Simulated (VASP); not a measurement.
V2O3: single point with PBE+U

The system is V2O3.

```
V O
1.0
     2.54996    1.47222    4.68230
    -2.55163    1.47234    4.68307
    -0.00073   -2.94595    4.68307
V O
4 6
Direct
  0.35127 0.35123 0.35128
  0.14873 0.14872 0.14877
  0.64874 0.64878 0.64869
  0.85126 0.85131 0.85122
  0.55268 0.94731 0.24996
  0.25000 0.55265 0.94735
  0.94732 0.25004 0.55269
  0.44733 0.05266 0.75000
  0.75000 0.44731 0.05269
  0.05267 0.75000 0.44734
```

```
Program                 : VASP 6.6.1
Task                    : single point
Functional              : PBE
Potentials or basis     : VASP PAW PBE potentials, release 64 (V_sv, O)
Cutoff                  : 520 eV
k mesh                  : 4 × 4 × 4
Occupations             : gaussian, width 0.05 eV
Spin                    : collinear spin, antiferromagnetic start
Starting moments        : [1.67, -1.67, -1.67, 1.67, 0.0, 0.0, 0.0, 0.0, 0.0, 0.0] μB
Hubbard terms           : V d U = 3.25 eV
Dipole correction       : no
k mesh for the DOS      : 6 × 6 × 6
Occupations for the DOS : tetrahedron
Further INCAR settings  : ALGO = Normal; EDIFF = 1e-06; NBANDS = 59
```

```json
{"Net moment": "0.00 μB per cell", "Site moments": "V +1.85, -1.85 (each value once); O +0.00, -0.00 (each value once) μB", "Valence electrons inside the program's atomic spheres": "V 11.32; O 5.07"}
```

Levels at points of the mesh, in eV from the valence-band top:
Spin up:
```
           k point  band 42  band 43  band 44  band 45  band 46  band 47
(0.00, 0.00, 0.00)    -0.92     0.00     0.00     1.50     2.35     3.34
(0.50, 0.00, 0.00)    -0.67    -0.15    -0.15     1.89     1.89     3.22
(0.00, 0.50, 0.00)    -0.67    -0.15    -0.15     1.89     1.89     3.22
(0.50, 0.50, 0.00)    -0.61    -0.53    -0.22     2.00     2.14     3.12
(0.00, 0.50, 0.50)    -0.61    -0.53    -0.22     2.00     2.14     3.12
(0.50, 0.50, 0.50)    -0.37    -0.37    -0.37     2.23     2.23     3.27
```
Spin down:
| k point | band 40 | band 41 | band 42 | band 43 | band 44 | band 45 | band 46 | band 47 | band 48 | band 49 |
| --- | --- | --- | --- | --- | --- | --- | --- | --- | --- | --- |
| (0.00, 0.00, 0.00) | -1.92 | -0.92 | -0.92 | 0.00 | 0.00 | 1.50 | 2.35 | 3.34 | 3.34 | 3.50 |
| (0.50, 0.00, 0.00) | -2.08 | -0.67 | -0.67 | -0.15 | -0.15 | 1.89 | 1.89 | 3.22 | 3.22 | 3.72 |
| (0.00, 0.50, 0.00) | -2.08 | -0.67 | -0.67 | -0.15 | -0.15 | 1.89 | 1.89 | 3.22 | 3.22 | 3.72 |
| (0.50, 0.50, 0.00) | -2.18 | -0.62 | -0.61 | -0.53 | -0.22 | 2.00 | 2.14 | 3.12 | 3.27 | 3.46 |
| (0.00, 0.50, 0.50) | -2.18 | -0.62 | -0.61 | -0.53 | -0.22 | 2.00 | 2.14 | 3.12 | 3.27 | 3.46 |
| (0.50, 0.50, 0.50) | -2.43 | -0.38 | -0.37 | -0.37 | -0.37 | 2.23 | 2.23 | 3.27 | 3.27 | 3.51 |

Eigenvalues of the final occupation matrices:
| site | spin | trace | eigenvalues |
| --- | --- | --- | --- |
| site 1 d | 1 | 2.36 | 0.09 0.22 0.22 0.91 0.91 |
| site 1 d | 2 | 0.54 | 0.04 0.04 0.07 0.19 0.19 |
| site 2 d | 1 | 0.54 | 0.04 0.04 0.07 0.19 0.19 |
| site 2 d | 2 | 2.36 | 0.09 0.22 0.22 0.91 0.91 |
| site 3 d | 1 | 0.54 | 0.04 0.04 0.07 0.19 0.19 |
| site 3 d | 2 | 2.36 | 0.09 0.22 0.22 0.91 0.91 |
| site 4 d | 1 | 2.36 | 0.09 0.22 0.22 0.91 0.91 |
| site 4 d | 2 | 0.54 | 0.04 0.04 0.07 0.19 0.19 |

Run time: 7.9 min on 4 MPI ranks on Intel(R) Xeon(R) Platinum 8488C (Sapphire Rapids) (shared host), peak memory 0.67 GiB a rank.

The state reached can hang on the start; a lower one may exist.
